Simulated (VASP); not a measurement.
# SrCdCl4 (P-3m1) in VASP: single point with PBE+D3(BJ)

Aim: the single point of SrCdCl4 with PBE+D3(BJ).

Everything below comes from runs of VASP 6.6.1. Logs are shortened: lines on timing, memory, paths and dates and some standing lists are left out, and cuts for length are marked.

**1. The cell of the first run**

It takes space group P-3m1 (No. 164, trigonal). Conventional cell: a = 4.118 Å, b = 4.118 Å, c = 11.453 Å, α = 90.00°, β = 90.00°, γ = 120.00°. Within 3.7 Å of Sr (site symmetry -3m) lie 6 Cl at 2.84 Å. Within 3.6 Å of Cd (site symmetry -3m) lie 6 Cl at 2.71 Å. Within 4.2 Å of Cl (site symmetry 3m) lie 3 Sr at 2.84 Å and 12 Cl at 3.72 to 4.12 Å. Within 3.8 Å of Cl (site symmetry 3m) lie 3 Cd at 2.71 Å and 6 Cl at 3.53 to 3.72 Å.

**2. Single point, PBE+D3(BJ)**

POSCAR reads:

```
SrCdCl4
1.0
    4.1181746123      0.0000000000      0.0000000000
   -2.0590873062      3.5664438315      0.0000000000
    0.0000000000      0.0000000000     11.4527769313
Sr Cd Cl
1 1 4
Direct
    0.0000000000      0.0000000000      0.0000000000
    0.0000000000      0.0000000000      0.5000000000
    0.3333333333      0.6666666667      0.8638949728
    0.6666666667      0.3333333333      0.1361050272
    0.3333333333      0.6666666667      0.3861140193
    0.6666666667      0.3333333333      0.6138859807
```

INCAR.step1 reads:

```
SYSTEM = SrCdCl4
PREC = Accurate ; ENCUT = 520
EDIFF = 1E-7 ; ISMEAR = 0
SIGMA = 0.02 ; LREAL = .False.
LASPH = .True. ; NELM = 80
ALGO = Normal ; ISIF = 2
LWAVE = .False. ; LCHARG = .True.
GGA = PE ; IVDW = 12
NBANDS = 34
```

KPOINTS.step1 reads:

```
Automatic mesh
0
Gamma
  6 6 2
  0 0 0
```

INCAR.step2 reads:

```
SYSTEM = SrCdCl4
PREC = Accurate ; ENCUT = 520
EDIFF = 1E-7 ; ISMEAR = -5
SIGMA = 0.02 ; LREAL = .False.
LASPH = .True. ; NELM = 80
ALGO = Normal ; ISIF = 2
LWAVE = .False. ; LCHARG = .False.
GGA = PE ; IVDW = 12
LORBIT = 11 ; NBANDS = 34
NEDOS = 2001 ; ICHARG = 11
```

KPOINTS.step2 reads:

```
Automatic mesh
0
Gamma
  9 9 3
  0 0 0
```

Potentials or basis: VASP PAW PBE potentials, release 64 (Sr_sv, Cd, Cl).

On the command line:

```sh
$ cat potpaw_PBE.64/Sr_sv/POTCAR potpaw_PBE.64/Cd/POTCAR potpaw_PBE.64/Cl/POTCAR > POTCAR
$ cp INCAR.step1 INCAR
$ cp KPOINTS.step1 KPOINTS
$ mpirun -np 1 vasp_std > vasp.out
$ cp INCAR.step2 INCAR
$ cp KPOINTS.step2 KPOINTS
$ mpirun -np 1 vasp_std > vasp.out
```

OUTCAR:

```text
SYSTEM = SrCdCl4
   PREC = Accurate
   ENCUT = 520
   EDIFF = 1E-7
   ISMEAR = -5
   LREAL = .False.
   LASPH = .True.
   NELM = 80
   ISIF = 2
   GGA = PE
   IVDW = 12
   LORBIT = 11
   ICHARG = 11
 IVDW          = 12

 ion  position               nearest neighbor table
   1  0.000  0.000  0.000-   3 2.84   4 2.84   4 2.84   3 2.84   4 2.84   3 2.84
   2  0.000  0.000  0.500-   5 2.71   6 2.71   6 2.71   5 2.71   6 2.71   5 2.71
   3  0.333  0.667  0.864-   1 2.84   1 2.84   1 2.84
   4  0.667  0.333  0.136-   1 2.84   1 2.84   1 2.84
   5  0.333  0.667  0.386-   2 2.71   2 2.71   2 2.71
   6  0.667  0.333  0.614-   2 2.71   2 2.71   2 2.71

  LATTYP: Found a hexagonal cell.
 ALAT       =     4.1181746123
 C/A-ratio  =     2.7810323771

  Lattice vectors:

 A1 = (   4.1181746123,   0.0000000000,   0.0000000000)
 A2 = (  -2.0590873062,   3.5664438315,   0.0000000000)
 A3 = (   0.0000000000,   0.0000000000,  11.4527769313)

Analysis of symmetry for initial positions (statically):
=====================================================================
 Subroutine PRICEL returns:
 Original cell was already a primitive cell.

 Routine SETGRP: Setting up the symmetry group for a
 hexagonal supercell.

 Subroutine GETGRP returns: Found 12 space group operations
 (whereof 12 operations were pure point group operations)
 out of a pool of 24 trial point group operations.

The static configuration has the point symmetry D_3d.

Analysis of symmetry for dynamics (positions and initial velocities):
=====================================================================
 Subroutine PRICEL returns:
 Original cell was already a primitive cell.

 Routine SETGRP: Setting up the symmetry group for a
 hexagonal supercell.

 Subroutine GETGRP returns: Found 12 space group operations
 (whereof 12 operations were pure point group operations)
 out of a pool of 24 trial point group operations.

The dynamic configuration has the point symmetry D_3d.

 Subroutine INISYM returns: Found 12 space group operations
 (whereof 12 operations are pure point group operations),
 and found     1 'primitive' translations

----------------------------------------------------------------------------------------

                                     Primitive cell

  volume of cell :     168.2097

  direct lattice vectors                    reciprocal lattice vectors
     4.118174612  0.000000000  0.000000000     0.242826032  0.140195675  0.000000000
    -2.059087306  3.566443831  0.000000000     0.000000000  0.280391350  0.000000000
     0.000000000  0.000000000 11.452776931     0.000000000  0.000000000  0.087315068

  length of vectors
     4.118174612  4.118174612 11.452776931     0.280391350  0.280391350  0.087315068

  position of ions in fractional coordinates (direct lattice)
     0.000000000  0.000000000  0.000000000
     0.000000000  0.000000000  0.500000000
     0.333333333  0.666666667  0.863894973
     0.666666667  0.333333333  0.136105027
     0.333333333  0.666666667  0.386114019
     0.666666667  0.333333333  0.613885981

  ion indices of the primitive-cell ions
   primitive index   ion index
                 1           1
                 2           2
                 3           3
                 4           4
                 5           5
                 6           6

----------------------------------------------------------------------------------------

 KPOINTS: Automatic mesh

Automatic generation of k-mesh.
 Grid dimensions read from file:
 generate k-points for:    9    9    3

 Generating k-lattice:

  Cartesian coordinates                     Fractional coordinates (reciprocal lattice)
     0.026980670  0.015577297  0.000000000     0.111111111  0.000000000  0.000000000
     0.000000000  0.031154594  0.000000000     0.000000000  0.111111111  0.000000000
     0.000000000  0.000000000  0.029105023     0.000000000  0.000000000  0.333333333

  Length of vectors
     0.031154594  0.031154594  0.029105023

  Shift w.r.t. Gamma in fractional coordinates (k-lattice)
     0.000000000  0.000000000  0.000000000

 TETIRR: Found    321 inequivalent tetrahedra from     1458

 Subroutine IBZKPT returns following result:
 ===========================================

 Found     31 irreducible k-points:

 Following reciprocal coordinates:
            Coordinates               Weight
  0.000000  0.000000  0.000000      1.000000
  0.111111  0.000000  0.000000      6.000000
  0.222222  0.000000  0.000000      6.000000
  0.333333  0.000000  0.000000      6.000000
  0.444444  0.000000  0.000000      6.000000
  0.111111  0.111111  0.000000      6.000000
[... 16 lines left out ...]
  0.222222  0.111111  0.333333     12.000000
 -0.111111  0.333333  0.333333     12.000000
 [... further k-points ...]
   k-points           NKPTS =     31   k-points in BZ     NKDIM =     31   number of bands    NBANDS=     34
   number of dos      NEDOS =   2001   number of ions     NIONS =      6
   total plane-waves  NPLWV =  92160
   dimension x,y,z NGX =    32 NGY =   32 NGZ =   90
   dimension x,y,z NGXF=    64 NGYF=   64 NGZF=  180
   ions per type =               1   1   4
   NGX,Y,Z   is equivalent  to a cutoff of  12.92, 12.92, 13.06 a.u.
   NGXF,Y,Z  is equivalent  to a cutoff of  25.84, 25.84, 26.13 a.u.
 SYSTEM =  SrCdCl4
   PREC   = accura    normal or accurate (medium, high low for compatibility)
   ISTART =      0    job   : 0-new  1-cont  2-samecut
   ICHARG =     11    charge: 1-file 2-atom 10-const
   ISPIN  =      1    spin polarized calculation?
   LNONCOLLINEAR =      F non collinear calculations
   LSORBIT =      F    spin-orbit coupling
   LASPH  =      T    aspherical Exc in radial PAW
   ENCUT  =  520.0 eV  38.22 Ry    6.18 a.u.   7.66  7.66 21.29*2*pi/ulx,y,z
   NELM   =     80;   NELMIN=  2; NELMDL=  0     # of ELM steps
   EDIFF  = 0.1E-06   stopping-criterion for ELM
   LREAL  =      F    real-space projection
   EDIFFG = 0.1E-05   stopping-criterion for IOM
   NSW    =      0    number of steps for IOM
   IBRION =     -1    ionic relax: 0-MD 1-quasi-New 2-CG
   NFREE  =      0    steps in history (QN), initial steepest desc. (CG)
   ISIF   =      2    stress and relaxation
   ISYM   =      2    0-nonsym 1-usesym 2-fastsym
   POTIM  = 0.5000    time-step for ionic-motion
   TEBEG  =    0.0;   TEEND  =   0.0 temperature during run
   PSTRESS=    0.0 pullay stress
   NELECT =      50.0000    total number of electrons
   NUPDOWN=      -1.0000    fix difference up-down
   EMIN   =  10.00;   EMAX   =-10.00  energy-range for DOS
   EFERMI =   0.00;   METHOD = LEGACY
   ISMEAR =    -5;   SIGMA  =   0.02  broadening in eV -4-tet -1-fermi 0-gaus
   EFERMI_NEDOS =   21; number of points for ismear=-14 and -15
   IALGO  =     38    algorithm
   IMIX   =      4    mixing-type and parameters
     AMIX     =   0.40;   BMIX     =  1.00
     AMIX_MAG =   1.60;   BMIX_MAG =  1.00
  volume/ion in A,a.u.               =      28.03       189.19
  Fermi-wavevector in a.u.,A,eV,Ry     =   1.092566  2.064651 16.241293  1.193701
  Thomas-Fermi vector in A             =   2.228834
   LORBIT       =     11    0 simple, 1 ext, 2 COOP (PROOUT), +10 PAW based schemes
   GGA     = PE    functional components
   LHFCALC =     F    Hartree Fock is set to
   AEXX    =    0.0000 exact exchange contribution
   IVDW    =    12    specifies the selected vdW correction
   LEPSILON=     F    determine dielectric tensor
   LRPA    =     F    only Hartree local field effects (RPA)
 non-spin polarized calculation
 Fermi weights with tetrahedron method with Bloechl corrections
  energy-cutoff  :      520.00
  volume of cell :      168.21
 maximum number of plane-waves:      4573
 NGX is ok and might be reduce to    32

 number of electron      49.9999994 magnetization

 Free energy of the ion-electron system (eV)
  ---------------------------------------------------
  ext. energy  EPLUGINS =         0.00000000
  ---------------------------------------------------
  free energy    TOTEN  =       -19.99965609 eV

  energy without entropy =      -19.99965609  energy(sigma->0) =      -19.99965609

 E-fermi :  -0.5788     XC(G=0):  -8.2961

 val. band max:       -0.5842846847   @ k =   0.0000   0.0000   0.0000
 cond. band min:       2.7987962597   @ k =   0.0000   0.0000   0.0000
 fundamental gap:      3.3830809444
 Fermi energy:        -0.5788220511

 k-point     1 :       0.0000    0.0000    0.0000
  band No.  band energies     occupation
      1     -33.0579      2.00000
      2     -15.5331      2.00000
      3     -15.0413      2.00000
      4     -15.0413      2.00000
      5     -14.0006      2.00000
      6     -13.5385      2.00000
[... 26 lines left out ...]
     33       7.7693      0.00000
     34       7.8086      0.00000

 k-point     2 :       0.1111    0.0000    0.0000
  band No.  band energies     occupation
      1     -33.0555      2.00000
      2     -15.4977      2.00000
      3     -15.1476      2.00000
      4     -15.0500      2.00000
      5     -13.9583      2.00000
      6     -13.4306      2.00000
[... 26 lines left out ...]
     33       7.7228      0.00000
     34       7.8073      0.00000
[... 775 lines left out ...]
     33       7.9685      0.00000
     34       8.2750      0.00000

 k-point    24 :      -0.1111    0.3333    0.3333
  band No.  band energies     occupation
      1     -33.0444      2.00000
      2     -15.4981      2.00000
      3     -15.3218      2.00000
      4     -15.1028      2.00000
      5     -13.7654      2.00000
      6     -13.4578      2.00000
[... 26 lines left out ...]
     33       8.0182      0.00000
     34       8.2621      0.00000

 [... further k-points ...]

------------------------ aborting loop because EDIFF is reached ----------------------------------------

 Edisp (eV)   -1.29503

 E8    (eV) :    -0.5234

  FORCE on cell =-STRESS in cart. coord.  units (eV):
  Direction    XX          YY          ZZ          XY          YZ          ZX
  --------------------------------------------------------------------------------------
  -------------------------------------------------------------------------------------
  Total       0.15711     0.15711     0.14969    -0.00000     0.00000     0.00000
  in kB       1.49647     1.49647     1.42579    -0.00000     0.00000     0.00000
  external pressure =        1.47 kB  Pullay stress =        0.00 kB

 VOLUME and BASIS-vectors are now :
 -----------------------------------------------------------------------------
  energy-cutoff  :      520.00
  volume of cell :      168.21
      direct lattice vectors                 reciprocal lattice vectors
     4.118174612  0.000000000  0.000000000     0.242826032  0.140195675  0.000000000
    -2.059087306  3.566443831  0.000000000     0.000000000  0.280391350  0.000000000
     0.000000000  0.000000000 11.452776931     0.000000000  0.000000000  0.087315068

 POSITION                                       TOTAL-FORCE (eV/Angst)
 -----------------------------------------------------------------------------------
      0.00000      0.00000      0.00000        -0.000000      0.000000      0.000000
      0.00000      0.00000      5.72639        -0.000000      0.000000      0.000000
     -0.00000      2.37763      9.89400         0.000000      0.000000     -0.032810
      2.05909      1.18881      1.55878        -0.000000      0.000000      0.032810
     -0.00000      2.37763      4.42208         0.000000      0.000000     -0.031600
      2.05909      1.18881      7.03070         0.000000     -0.000000      0.031600
 -----------------------------------------------------------------------------------
    total drift:                               -0.000000      0.000000     -0.000000

  FREE ENERGIE OF THE ION-ELECTRON SYSTEM (eV)
  ---------------------------------------------------
  free  energy   TOTEN  =       -21.2946834458 eV

  energy  without entropy=      -21.2946834458  energy(sigma->0) =      -21.29468345

 total charge

# of ion       s       p       d       tot
------------------------------------------
    1        2.009   5.800   0.208   8.017
    2        0.313   0.202   9.612  10.127
    3        1.596   3.580   0.000   5.175
    4        1.596   3.580   0.000   5.175
    5        1.603   3.500   0.000   5.103
    6        1.603   3.500   0.000   5.103
--------------------------------------------------
tot          8.719  20.161   9.820  38.699
```

It took 3.2 min on 1 thread of Intel Xeon Platinum 8375C at 2.90GHz (Ice Lake), shared host; peak memory 0.38 GiB.

What came out:

- Valence electrons inside the program's atomic spheres: Sr 8.02; Cd 10.13; Cl 5.17, 5.10 (each value once)
- Dispersion energy per atom: -0.216 eV

Levels at points of the mesh, in eV from the valence-band top:
```
           k point  band 21  band 22  band 23  band 24  band 25  band 26  band 27  band 28  band 29  band 30
(0.00, 0.00, 0.00)    -0.50    -0.50    -0.36    -0.36     0.00     3.38     5.96     6.26     6.63     6.63
```
